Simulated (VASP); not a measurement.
# Sn (Fd-3m) in VASP: notebook

Sn is run at these levels: PBEsol; tasks: single point.

Everything below comes from runs of VASP 6.6.1. Logs are shortened: lines on timing, memory, paths and dates and some standing lists are left out, and cuts for length are marked.

### Step 1. The cell of the first run

It takes space group Fd-3m (No. 227, cubic). Conventional cell: a = 6.467 Å, b = 6.467 Å, c = 6.467 Å, α = 90.00°, β = 90.00°, γ = 90.00°. Sn (site symmetry -43m) has 4 Sn at 2.80 Å within 3.7 Å.

### Step 2. Single point, PBEsol

INCAR reads:

```
ALGO     = Normal         # electronic algorithm
EDIFF    = 1E-6           # SCF threshold, eV
ENCUT    = 500            # plane-wave cutoff, eV
GGA      = PS             # functional
GGA_COMPAT= F            
ISIF     = 2              # what is computed and relaxed
ISMEAR   = 1              # smearing method
LASPH    = T              # aspherical terms in the spheres
LCHARG   = F              # write CHGCAR
LREAL    = F              # projectors in reciprocal space
LWAVE    = F              # write WAVECAR
NBANDS   = 21             # bands
NELM     = 120            # most SCF steps
PREC     = Accurate       # precision mode
SIGMA    = 0.1            # smearing width, eV
```

KPOINTS reads:

```
k-points
0
Gamma
  2 2 2
```

POSCAR reads:

```
Sn
1.0
    0.0000000000      3.2333428000      3.2333428000
    3.2333428000      0.0000000000      3.2333428000
    3.2333428000      3.2333428000      0.0000000000
Sn
2
Direct
    0.0000000000      0.0000000000      0.0000000000
    0.2500000000      0.2500000000      0.2500000000
```

Potentials or basis: VASP PAW PBE potentials, release 64 (Sn_d).

Launch:

```console
> cat potpaw_PBE.64/Sn_d/POTCAR > POTCAR
> mpirun -np 1 vasp_std > vasp.out
```

OUTCAR:

```text
EDIFF = 1E-6
   ENCUT = 500
   GGA = PS
   ISIF = 2
   ISMEAR = 1
   LASPH = T
   LREAL = F
   NELM = 120
   PREC = Accurate

 ion  position               nearest neighbor table
   1  0.000  0.000  0.000-   2 2.80   2 2.80   2 2.80   2 2.80
   2  0.250  0.250  0.250-   1 2.80   1 2.80   1 2.80   1 2.80

  LATTYP: Found a face centered cubic cell.
 ALAT       =     6.4666856000

  Lattice vectors:

 A1 = (   0.0000000000,   3.2333428000,   3.2333428000)
 A2 = (   3.2333428000,   0.0000000000,   3.2333428000)
 A3 = (   3.2333428000,   3.2333428000,   0.0000000000)

Analysis of symmetry for initial positions (statically):
=====================================================================
 Subroutine PRICEL returns:
 Original cell was already a primitive cell.

 Routine SETGRP: Setting up the symmetry group for a
 face centered cubic supercell.

 Subroutine GETGRP returns: Found 48 space group operations
 (whereof 24 operations were pure point group operations)
 out of a pool of 48 trial point group operations.

The static configuration has the point symmetry T_d .
 The point group associated with its full space group is O_h .

Analysis of symmetry for dynamics (positions and initial velocities):
=====================================================================
 Subroutine PRICEL returns:
 Original cell was already a primitive cell.

 Routine SETGRP: Setting up the symmetry group for a
 face centered cubic supercell.

 Subroutine GETGRP returns: Found 48 space group operations
 (whereof 24 operations were pure point group operations)
 out of a pool of 48 trial point group operations.

The dynamic configuration has the point symmetry T_d .
 The point group associated with its full space group is O_h .

 Subroutine INISYM returns: Found 48 space group operations
 (whereof 24 operations are pure point group operations),
 and found     1 'primitive' translations

----------------------------------------------------------------------------------------

                                     Primitive cell

  volume of cell :      67.6060

  direct lattice vectors                    reciprocal lattice vectors
     0.000000000  3.233342800  3.233342800    -0.154638723  0.154638723  0.154638723
     3.233342800  0.000000000  3.233342800     0.154638723 -0.154638723  0.154638723
     3.233342800  3.233342800  0.000000000     0.154638723  0.154638723 -0.154638723

  length of vectors
     4.572637240  4.572637240  4.572637240     0.267842124  0.267842124  0.267842124

  position of ions in fractional coordinates (direct lattice)
     0.000000000  0.000000000  0.000000000
     0.250000000  0.250000000  0.250000000

  ion indices of the primitive-cell ions
   primitive index   ion index
                 1           1
                 2           2

----------------------------------------------------------------------------------------

 KPOINTS: k-points

Automatic generation of k-mesh.
 Grid dimensions read from file:
 generate k-points for:    2    2    2

 Generating k-lattice:

  Cartesian coordinates                     Fractional coordinates (reciprocal lattice)
    -0.077319361  0.077319361  0.077319361     0.500000000  0.000000000  0.000000000
     0.077319361 -0.077319361  0.077319361     0.000000000  0.500000000  0.000000000
     0.077319361  0.077319361 -0.077319361     0.000000000  0.000000000  0.500000000

  Length of vectors
     0.133921062  0.133921062  0.133921062

  Shift w.r.t. Gamma in fractional coordinates (k-lattice)
     0.000000000  0.000000000  0.000000000

 Subroutine IBZKPT returns following result:
 ===========================================

 Found      3 irreducible k-points:

 Following reciprocal coordinates:
            Coordinates               Weight
  0.000000  0.000000  0.000000      1.000000
  0.500000  0.000000  0.000000      4.000000
  0.500000  0.500000  0.000000      3.000000
   k-points           NKPTS =      3   k-points in BZ     NKDIM =      3   number of bands    NBANDS=     21
   number of dos      NEDOS =    301   number of ions     NIONS =      2
   total plane-waves  NPLWV =  46656
   dimension x,y,z NGX =    36 NGY =   36 NGZ =   36
   dimension x,y,z NGXF=    72 NGYF=   72 NGZF=   72
   ions per type =               2
   NGX,Y,Z   is equivalent  to a cutoff of  13.09, 13.09, 13.09 a.u.
   NGXF,Y,Z  is equivalent  to a cutoff of  26.18, 26.18, 26.18 a.u.
 SYSTEM =  unknown system
   PREC   = accura    normal or accurate (medium, high low for compatibility)
   ISTART =      0    job   : 0-new  1-cont  2-samecut
   ICHARG =      2    charge: 1-file 2-atom 10-const
   ISPIN  =      1    spin polarized calculation?
   LNONCOLLINEAR =      F non collinear calculations
   LSORBIT =      F    spin-orbit coupling
   LASPH  =      T    aspherical Exc in radial PAW
   ENCUT  =  500.0 eV  36.75 Ry    6.06 a.u.   8.34  8.34  8.34*2*pi/ulx,y,z
   NELM   =    120;   NELMIN=  2; NELMDL= -5     # of ELM steps
   EDIFF  = 0.1E-05   stopping-criterion for ELM
   LREAL  =      F    real-space projection
   EDIFFG = 0.1E-04   stopping-criterion for IOM
   NSW    =      0    number of steps for IOM
   IBRION =     -1    ionic relax: 0-MD 1-quasi-New 2-CG
   NFREE  =      0    steps in history (QN), initial steepest desc. (CG)
   ISIF   =      2    stress and relaxation
   ISYM   =      2    0-nonsym 1-usesym 2-fastsym
   POTIM  = 0.5000    time-step for ionic-motion
   TEBEG  =    0.0;   TEEND  =   0.0 temperature during run
   PSTRESS=    0.0 pullay stress
   NELECT =      28.0000    total number of electrons
   NUPDOWN=      -1.0000    fix difference up-down
   EMIN   =  10.00;   EMAX   =-10.00  energy-range for DOS
   EFERMI =   0.00;   METHOD = LEGACY
   ISMEAR =     1;   SIGMA  =   0.10  broadening in eV -4-tet -1-fermi 0-gaus
   EFERMI_NEDOS =   21; number of points for ismear=-14 and -15
   IALGO  =     38    algorithm
   IMIX   =      4    mixing-type and parameters
     AMIX     =   0.40;   BMIX     =  1.00
     AMIX_MAG =   1.60;   BMIX_MAG =  1.00
  volume/ion in A,a.u.               =      33.80       228.11
  Fermi-wavevector in a.u.,A,eV,Ry     =   1.220298  2.306028 20.260793  1.489126
  Thomas-Fermi vector in A             =   2.355520
   LORBIT       =      0    0 simple, 1 ext, 2 COOP (PROOUT), +10 PAW based schemes
   GGA     = PS    functional components
   LHFCALC =     F    Hartree Fock is set to
   AEXX    =    0.0000 exact exchange contribution
   IVDW    =     0    specifies the selected vdW correction
   LEPSILON=     F    determine dielectric tensor
   LRPA    =     F    only Hartree local field effects (RPA)
 non-spin polarized calculation
 Methfessel and Paxton  Order N= 1 SIGMA  =   0.10
  energy-cutoff  :      500.00
  volume of cell :       67.61
 maximum number of plane-waves:      1759
 NGX is ok and might be reduce to    36
   NGX = 17   NGY = 17   NGZ = 17

 number of electron      28.0000008 magnetization

 Free energy of the ion-electron system (eV)
  ---------------------------------------------------
  ext. energy  EPLUGINS =         0.00000000
  ---------------------------------------------------
  free energy    TOTEN  =        -6.21840835 eV

  energy without entropy =       -6.20888776  energy(sigma->0) =       -6.21523482

 E-fermi :   5.6758     XC(G=0):  -9.0311

 val. band max:        5.6727711462   @ k =   0.5000   0.0000   0.0000
 cond. band min:       5.8099190951   @ k =   0.0000   0.0000   0.0000
 fundamental gap:      0.1371479489
 Fermi energy:         5.6757566656

 k-point     1 :       0.0000    0.0000    0.0000
  band No.  band energies     occupation
      1     -15.7375      2.00000
      2     -15.7375      2.00000
      3     -15.7375      2.00000
      4     -15.6762      2.00000
      5     -15.6762      2.00000
      6     -15.3520      2.00000
[... 13 lines left out ...]
     20      13.6644      0.00000
     21      13.6644      0.00000

 k-point     2 :       0.5000    0.0000    0.0000
  band No.  band energies     occupation
      1     -15.7753      2.00000
      2     -15.7753      2.00000
      3     -15.7099      2.00000
      4     -15.6127      2.00000
      5     -15.6127      2.00000
      6     -15.4129      2.00000
[... 13 lines left out ...]
     20      14.4678      0.00000
     21      14.4678      0.00000

 k-point     3 :       0.5000    0.5000    0.0000
  band No.  band energies     occupation
      1     -15.7909      2.00000
      2     -15.7909      2.00000
      3     -15.6517      2.00000
      4     -15.6517      2.00000
      5     -15.5061      2.00000
      6     -15.5061      2.00000
[... 13 lines left out ...]
     20      15.0397      0.00000
     21      16.1317      0.00000

------------------------ aborting loop because EDIFF is reached ----------------------------------------

  FORCE on cell =-STRESS in cart. coord.  units (eV):
  Direction    XX          YY          ZZ          XY          YZ          ZX
  --------------------------------------------------------------------------------------
  -------------------------------------------------------------------------------------
  Total        4.6198616      4.6198616      4.6198616     -0.0000000     -0.0000000     -0.0000000
  in kB      109.4849181    109.4849181    109.4849181     -0.0000000     -0.0000000     -0.0000000
  external PRESSURE =     109.4849181 kB  Pullay stress =       0.0000000 kB

 VOLUME and BASIS-vectors are now :
 -----------------------------------------------------------------------------
  energy-cutoff  :      500.00
  volume of cell :       67.61
      direct lattice vectors                 reciprocal lattice vectors
     0.000000000  3.233342800  3.233342800    -0.154638723  0.154638723  0.154638723
     3.233342800  0.000000000  3.233342800     0.154638723 -0.154638723  0.154638723
     3.233342800  3.233342800  0.000000000     0.154638723  0.154638723 -0.154638723

 POSITION                                       TOTAL-FORCE (eV/Angst)
 -----------------------------------------------------------------------------------
      0.00000      0.00000      0.00000        -0.000000     -0.000000     -0.000000
      1.61667      1.61667      1.61667         0.000000      0.000000      0.000000
 -----------------------------------------------------------------------------------
    total drift:                                0.000000      0.000000      0.000000

  FREE ENERGIE OF THE ION-ELECTRON SYSTEM (eV)
  ---------------------------------------------------
  free  energy   TOTEN  =        -6.2184083470 eV

  energy  without entropy=       -6.2088877602  energy(sigma->0) =       -6.21523482
```

It took 10 s on 1 thread of Intel Xeon Platinum 8259CL at 2.50GHz (Skylake/Cascade Lake), shared host; peak memory 0.19 GiB.

What came out:

```
Free energy            : -6.2184 eV
Pressure               : 10.9 GPa
Band gap on the k mesh : zero (band 14 reaches 5.81 eV, above the bottom of band 15 at 5.67 eV)
```

Caveat: the k points lie up to 0.84 Å⁻¹ apart; the PAW data sets were made with another functional, which shifts forces and pressure a little; spin-orbit coupling is left out, which moves the levels of the heavy elements.

### Step 3. Single point, PBEsol

INCAR reads:

```
PREC = Accurate
ENCUT = 500
EDIFF = 1E-6
ISMEAR = 1
SIGMA = 0.1
LREAL = False
LASPH = True
NELM = 120
ALGO = Normal
ISIF = 2
LWAVE = False
LCHARG = False
GGA = PS
NBANDS = 21
GGA_COMPAT = False
```

KPOINTS reads:

```
Automatic mesh
0
Gamma
  3 3 3
```

POSCAR is that of step 2.

Potentials or basis: VASP PAW PBE potentials, release 64 (Sn_d).

Launch:

```console
> cat potpaw_PBE.64/Sn_d/POTCAR > POTCAR
> mpirun -np 1 vasp_std > vasp.out
```

Wall time 12 s (1 thread of Intel Xeon Platinum 8259CL at 2.50GHz (Skylake/Cascade Lake), shared host); peak memory 0.19 GiB.

It converged, with:

| Property | Result |
| --- | --- |
| Free energy | -7.8420 eV |
| Pressure | 3.4 GPa |
| Band gap on the k mesh | zero (filled and empty bands touch) |

Levels at points of the mesh, in eV from the Fermi level:
| k point | band 12 | band 13 | band 14 | band 15 | band 16 | band 17 |
| --- | --- | --- | --- | --- | --- | --- |
| (0.00, 0.00, 0.00) | -0.68 | 0.02 | 0.02 | 0.02 | 2.05 | 2.05 |

Caveat: the k points lie up to 0.56 Å⁻¹ apart; the PAW data sets were made with another functional, which shifts forces and pressure a little; spin-orbit coupling is left out, which moves the levels of the heavy elements.

(Part 1 of 2 ends here.)
